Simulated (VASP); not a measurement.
# Hg2S3 (P-3m1) in VASP: relaxation of cell and atoms with PBE

Aim: the relaxation of cell and atoms of Hg2S3 with PBE.

All numbers are computed with VASP 6.6.1; they aren't measurements. Logs are shortened: lines on timing, memory, paths and dates and some standing lists are left out, and cuts for length are marked.

## (1) The cell of the first run

It takes space group P-3m1 (No. 164, trigonal). Conventional cell: a = 3.891 Å, b = 3.891 Å, c = 8.368 Å, α = 90.00°, β = 90.00°, γ = 120.00°. Within 3.4 Å of Hg (site symmetry 3m) lie 6 S at 2.61 to 2.80 Å. Within 3.9 Å of S (site symmetry -3m) lie 6 Hg at 2.80 Å and 12 S at 3.75 to 3.89 Å. S (site symmetry 3m) has 3 Hg at 2.61 Å and 3 S at 3.25 Å within 3.4 Å.

## (2) Relaxation of cell and atoms, PBE

INCAR

```
  PREC = Accurate
  ENCUT = 600
  EDIFF = 1E-6
  ISMEAR = 0
  SIGMA = 0.1
  LREAL = False
  LASPH = True
  NELM = 100
  ALGO = Normal
  ISIF = 3
  LWAVE = False
  LCHARG = False
  GGA = PE
  IBRION = 2
  NSW = 100
  EDIFFG = -0.01
```

KPOINTS

```
regular mesh
0
Gamma
  12 12 6
```

POSCAR

```
Hg2S3
1.0
    3.8907497848      0.0000000000      0.0000000000
   -1.9453748924      3.3694881534      0.0000000000
    0.0000000000      0.0000000000      8.3684652899
Hg S
2 3
Direct
    0.3333333333      0.6666666667      0.2006696283
    0.6666666667      0.3333333333      0.7993303717
    0.0000000000      0.0000000000      0.0000000000
    0.3333333333      0.6666666667      0.6407401750
    0.6666666667      0.3333333333      0.3592598250
```

Potentials or basis: VASP PAW PBE potentials, release 64 (Hg, S).

Started as:

```bash
> cat potpaw_PBE.64/Hg/POTCAR potpaw_PBE.64/S/POTCAR > POTCAR
> mpirun -np 1 vasp_std > vasp.out
```

OUTCAR:

```text
PREC = Accurate
   ENCUT = 600
   EDIFF = 1E-6
   ISMEAR = 0
   LREAL = False
   LASPH = True
   NELM = 100
   ISIF = 3
   GGA = PE
   IBRION = 2
   NSW = 100
   EDIFFG = -0.01

 ion  position               nearest neighbor table
   1  0.333  0.667  0.201-   5 2.61   5 2.61   5 2.61   3 2.80   3 2.80   3 2.80
   2  0.667  0.333  0.799-   4 2.61   4 2.61   4 2.61   3 2.80   3 2.80   3 2.80
   3  0.000  0.000  0.000-   1 2.80   2 2.80   1 2.80   2 2.80   2 2.80   1 2.80
   4  0.333  0.667  0.641-   2 2.61   2 2.61   2 2.61
   5  0.667  0.333  0.359-   1 2.61   1 2.61   1 2.61

  LATTYP: Found a hexagonal cell.
 ALAT       =     3.8907497848
 C/A-ratio  =     2.1508618525

  Lattice vectors:

 A1 = (   3.8907497848,   0.0000000000,   0.0000000000)
 A2 = (  -1.9453748924,   3.3694881534,   0.0000000000)
 A3 = (   0.0000000000,   0.0000000000,   8.3684652899)

Analysis of symmetry for initial positions (statically):
=====================================================================
 Subroutine PRICEL returns:
 Original cell was already a primitive cell.

 Routine SETGRP: Setting up the symmetry group for a
 hexagonal supercell.

 Subroutine GETGRP returns: Found 12 space group operations
 (whereof 12 operations were pure point group operations)
 out of a pool of 24 trial point group operations.

The static configuration has the point symmetry D_3d.

Analysis of symmetry for dynamics (positions and initial velocities):
=====================================================================
 Subroutine PRICEL returns:
 Original cell was already a primitive cell.

 Routine SETGRP: Setting up the symmetry group for a
 hexagonal supercell.

 Subroutine GETGRP returns: Found 12 space group operations
 (whereof 12 operations were pure point group operations)
 out of a pool of 24 trial point group operations.

The dynamic configuration has the point symmetry D_3d.

 Subroutine INISYM returns: Found 12 space group operations
 (whereof 12 operations are pure point group operations),
 and found     1 'primitive' translations

----------------------------------------------------------------------------------------

                                     Primitive cell

  volume of cell :     109.7092

  direct lattice vectors                    reciprocal lattice vectors
     3.890749785  0.000000000  0.000000000     0.257019869  0.148390491  0.000000000
    -1.945374892  3.369488153  0.000000000     0.000000000  0.296780981  0.000000000
     0.000000000  0.000000000  8.368465290     0.000000000  0.000000000  0.119496224

  length of vectors
     3.890749785  3.890749785  8.368465290     0.296780981  0.296780981  0.119496224

  position of ions in fractional coordinates (direct lattice)
     0.333333333  0.666666667  0.200669628
     0.666666667  0.333333333  0.799330372
     0.000000000  0.000000000  0.000000000
     0.333333333  0.666666667  0.640740175
     0.666666667  0.333333333  0.359259825

  ion indices of the primitive-cell ions
   primitive index   ion index
                 1           1
                 2           2
                 3           3
                 4           4
                 5           5

----------------------------------------------------------------------------------------

 KPOINTS: regular mesh

Automatic generation of k-mesh.
 Grid dimensions read from file:
 generate k-points for:   12   12    6

 Generating k-lattice:

  Cartesian coordinates                     Fractional coordinates (reciprocal lattice)
     0.021418322  0.012365874  0.000000000     0.083333333 -0.000000000  0.000000000
     0.000000000  0.024731748  0.000000000     0.000000000  0.083333333  0.000000000
     0.000000000  0.000000000  0.019916037     0.000000000  0.000000000  0.166666667

  Length of vectors
     0.024731748  0.024731748  0.019916037

  Shift w.r.t. Gamma in fractional coordinates (k-lattice)
     0.000000000  0.000000000  0.000000000

 Subroutine IBZKPT returns following result:
 ===========================================

 Found    100 irreducible k-points:

 Following reciprocal coordinates:
            Coordinates               Weight
  0.000000  0.000000  0.000000      1.000000
  0.083333  0.000000  0.000000      6.000000
  0.166667  0.000000  0.000000      6.000000
  0.250000  0.000000  0.000000      6.000000
  0.333333  0.000000  0.000000      6.000000
  0.416667  0.000000  0.000000      6.000000
[... 16 lines left out ...]
  0.166667  0.000000  0.166667      6.000000
  0.000000  0.166667  0.166667      6.000000
 [... further k-points ...]
   k-points           NKPTS =    100   k-points in BZ     NKDIM =    100   number of bands    NBANDS=     25
   number of dos      NEDOS =    301   number of ions     NIONS =      5
   total plane-waves  NPLWV =  71680
   dimension x,y,z NGX =    32 NGY =   32 NGZ =   70
   dimension x,y,z NGXF=    64 NGYF=   64 NGZF=  140
   ions per type =               2   3
   NGX,Y,Z   is equivalent  to a cutoff of  13.67, 13.67, 13.91 a.u.
   NGXF,Y,Z  is equivalent  to a cutoff of  27.35, 27.35, 27.81 a.u.
 SYSTEM =  unknown system
   PREC   = accura    normal or accurate (medium, high low for compatibility)
   ISTART =      0    job   : 0-new  1-cont  2-samecut
   ICHARG =      2    charge: 1-file 2-atom 10-const
   ISPIN  =      1    spin polarized calculation?
   LNONCOLLINEAR =      F non collinear calculations
   LSORBIT =      F    spin-orbit coupling
   LASPH  =      T    aspherical Exc in radial PAW
   ENCUT  =  600.0 eV  44.10 Ry    6.64 a.u.   7.77  7.77 16.71*2*pi/ulx,y,z
   NELM   =    100;   NELMIN=  2; NELMDL= -5     # of ELM steps
   EDIFF  = 0.1E-05   stopping-criterion for ELM
   LREAL  =      F    real-space projection
   EDIFFG = -.1E-01   stopping-criterion for IOM
   NSW    =    100    number of steps for IOM
   IBRION =      2    ionic relax: 0-MD 1-quasi-New 2-CG
   NFREE  =      1    steps in history (QN), initial steepest desc. (CG)
   ISIF   =      3    stress and relaxation
   ISYM   =      2    0-nonsym 1-usesym 2-fastsym
   POTIM  = 0.5000    time-step for ionic-motion
   TEBEG  =    0.0;   TEEND  =   0.0 temperature during run
   PSTRESS=    0.0 pullay stress
   NELECT =      42.0000    total number of electrons
   NUPDOWN=      -1.0000    fix difference up-down
   EMIN   =  10.00;   EMAX   =-10.00  energy-range for DOS
   EFERMI =   0.00;   METHOD = LEGACY
   ISMEAR =     0;   SIGMA  =   0.10  broadening in eV -4-tet -1-fermi 0-gaus
   EFERMI_NEDOS =   21; number of points for ismear=-14 and -15
   IALGO  =     38    algorithm
   IMIX   =      4    mixing-type and parameters
     AMIX     =   0.40;   BMIX     =  1.00
     AMIX_MAG =   1.60;   BMIX_MAG =  1.00
  volume/ion in A,a.u.               =      21.94       148.07
  Fermi-wavevector in a.u.,A,eV,Ry     =   1.188713  2.246341 19.225548  1.413038
  Thomas-Fermi vector in A             =   2.324836
   LORBIT       =      0    0 simple, 1 ext, 2 COOP (PROOUT), +10 PAW based schemes
   GGA     = PE    functional components
   LHFCALC =     F    Hartree Fock is set to
   AEXX    =    0.0000 exact exchange contribution
   IVDW    =     0    specifies the selected vdW correction
   LEPSILON=     F    determine dielectric tensor
   LRPA    =     F    only Hartree local field effects (RPA)
 conjugate gradient relaxation of ions
 non-spin polarized calculation
 Gauss-broadening in eV      SIGMA  =   0.10
  energy-cutoff  :      600.00
  volume of cell :      109.71
 maximum number of plane-waves:      3699
   NGX = 15   NGY = 15   NGZ = 33

--------------------------------------- Ionic step        1  -------------------------------------------

 number of electron      42.0000001 magnetization

 Free energy of the ion-electron system (eV)
  ---------------------------------------------------
  ext. energy  EPLUGINS =         0.00000000
  ---------------------------------------------------
  free energy    TOTEN  =       -11.14120676 eV

  energy without entropy =      -11.12290508  energy(sigma->0) =      -11.13205592

------------------------ aborting loop because EDIFF is reached ----------------------------------------

  FORCE on cell =-STRESS in cart. coord.  units (eV):
  Direction    XX          YY          ZZ          XY          YZ          ZX
  --------------------------------------------------------------------------------------
  -------------------------------------------------------------------------------------
  Total        0.3422013      0.3422013      0.1734573     -0.0000000      0.0000000      0.0000000
  in kB        4.9974577      4.9974577      2.5331447     -0.0000000      0.0000000      0.0000000
  external PRESSURE =       4.1760200 kB  Pullay stress =       0.0000000 kB

 VOLUME and BASIS-vectors are now :
 -----------------------------------------------------------------------------
  energy-cutoff  :      600.00
  volume of cell :      109.71
      direct lattice vectors                 reciprocal lattice vectors
     3.890749785  0.000000000  0.000000000     0.257019869  0.148390491  0.000000000
    -1.945374892  3.369488153  0.000000000     0.000000000  0.296780981  0.000000000
     0.000000000  0.000000000  8.368465290     0.000000000  0.000000000  0.119496224
[... 274 lines left out ...]
 POSITION                                       TOTAL-FORCE (eV/Angst)
 -----------------------------------------------------------------------------------
     -0.00000      2.25314      1.67771        -0.000000     -0.000000      0.005059
      1.95128      1.12657      6.66425         0.000000      0.000000     -0.005059
      0.00000      0.00000      0.00000         0.000000      0.000000      0.000000
     -0.00000      2.25314      5.32915         0.000000      0.000000     -0.012139
      1.95128      1.12657      3.01281        -0.000000     -0.000000      0.012139
 -----------------------------------------------------------------------------------
    total drift:                               -0.000000      0.000000      0.000000

  FREE ENERGIE OF THE ION-ELECTRON SYSTEM (eV)
  ---------------------------------------------------
  free  energy   TOTEN  =       -11.1431857408 eV

  energy  without entropy=      -11.1251362245  energy(sigma->0) =      -11.13416098

--------------------------------------- Ionic step        9  -------------------------------------------

 number of electron      42.0000000 magnetization

 Free energy of the ion-electron system (eV)
  ---------------------------------------------------
  ext. energy  EPLUGINS =         0.00000000
  ---------------------------------------------------
  free energy    TOTEN  =       -11.14330988 eV

  energy without entropy =      -11.12535411  energy(sigma->0) =      -11.13433200

 E-fermi :   2.9806     XC(G=0): -10.0356

 val. band max:        2.9745709021   @ k =   0.0000   0.0000   0.5000
 cond. band min:       2.9830135252   @ k =  -0.1667   0.5000   0.3333
 fundamental gap:      0.0084426231
 Fermi energy:         2.9806007104

 k-point     1 :       0.0000    0.0000    0.0000
  band No.  band energies     occupation
      1     -10.3620      2.00000
      2      -9.2880      2.00000
      3      -9.0983      2.00000
      4      -3.9625      2.00000
      5      -3.9625      2.00000
      6      -3.7817      2.00000
[... 17 lines left out ...]
     24       7.0642      0.00000
     25       7.3264      0.00000
[... 621 lines left out ...]
      3      -8.9018      2.00000
      4      -3.9441      2.00000
      5      -3.8877      2.00000
      6      -3.8285      2.00000
[... 17 lines left out ...]
     24       6.4060      0.00000
     25       8.2118      0.00000

 [... further k-points ...]

------------------------ aborting loop because EDIFF is reached ----------------------------------------

  FORCE on cell =-STRESS in cart. coord.  units (eV):
  Direction    XX          YY          ZZ          XY          YZ          ZX
  --------------------------------------------------------------------------------------
  -------------------------------------------------------------------------------------
  Total       -0.0253083     -0.0253083     -0.0086732      0.0000000      0.0000000      0.0000000
  in kB       -0.3687884     -0.3687884     -0.1263846      0.0000000      0.0000000      0.0000000
  external PRESSURE =      -0.2879871 kB  Pullay stress =       0.0000000 kB

 VOLUME and BASIS-vectors are now :
 -----------------------------------------------------------------------------
  energy-cutoff  :      600.00
  volume of cell :      109.95
      direct lattice vectors                 reciprocal lattice vectors
     3.899686927 -0.000000000  0.000000000     0.256430841  0.148050415  0.000000000
    -1.949843463  3.377227945  0.000000000    -0.000000000  0.296100831  0.000000000
    -0.000000000 -0.000000000  8.348466705    -0.000000000 -0.000000000  0.119782474

 POSITION                                       TOTAL-FORCE (eV/Angst)
 -----------------------------------------------------------------------------------
     -0.00000      2.25149      1.68178         0.000000      0.000000     -0.008077
      1.94984      1.12574      6.66669        -0.000000     -0.000000      0.008077
     -0.00000     -0.00000      8.34847         0.000000     -0.000000      0.000000
     -0.00000      2.25149      5.32747         0.000000      0.000000     -0.001952
      1.94984      1.12574      3.02099        -0.000000     -0.000000      0.001952
 -----------------------------------------------------------------------------------
    total drift:                               -0.000000      0.000000     -0.000000

  FREE ENERGIE OF THE ION-ELECTRON SYSTEM (eV)
  ---------------------------------------------------
  free  energy   TOTEN  =       -11.1433098811 eV

  energy  without entropy=      -11.1253541134  energy(sigma->0) =      -11.13433200

 reached required accuracy - stopping structural energy minimisation
```

Run time: 11 min. Hardware: 1 thread of Intel Xeon 6975P-C (Granite Rapids), shared host; peak memory 0.5 GiB.

Results:

```yaml
Free_energy: -11.1433 eV
Relaxed_volume: 21.99 Å³/atom
Relaxed_cell: a = 3.900 Å, b = 3.900 Å, c = 8.348 Å, α = 90.00°, β = 90.00°, γ = 120.00°
Space_group_after_relaxing_to_0.1_Å: P-3m1 (No. 164)
Energy_gained_by_relaxing: 0.4 meV/atom
Ionic_steps: 9
Pressure_after_relaxing: 0.0 GPa
Largest_force_after_relaxing: 0.008 eV/Å
Band_gap_on_the_k_mesh: zero (bands 21 and 22 overlap by 1.07 eV)
```

Forces on the atoms (eV/Å):
```
Hg   0.000  0.000 -0.008
Hg   0.000  0.000  0.008
S    0.000  0.000  0.000
S    0.000  0.000 -0.002
S    0.000  0.000  0.002
```

Step by step:
```
step  energy change (eV)  largest force (eV/Å)  pressure (GPa)  volume (Å³)
   1              0.0000                0.0759            0.42       109.71
   2             -0.0011                0.0200           -0.20       110.62
   3             -0.0012                0.0325           -0.06       110.41
   4             -0.0014                0.0301           -0.05       110.35
   5             -0.0018                0.0225            0.00       110.17
   6             -0.0014                0.0123            0.06       109.80
   7             -0.0018                0.0182            0.00       110.07
   8             -0.0020                0.0121           -0.01       110.03
   9             -0.0021                0.0081           -0.03       109.95
```

Final structure:
```
Hg S
1.0
     3.89969    0.00000    0.00000
    -1.94984    3.37723    0.00000
     0.00000    0.00000    8.34847
Hg S
2 3
Cartesian
  0.0000 2.2515 1.6818
  1.9498 1.1257 6.6667
  0.0000 0.0000 8.3485
  0.0000 2.2515 5.3275
  1.9498 1.1257 3.0210
```

Caveat: spin-orbit coupling is left out, which moves the levels of the heavy elements.
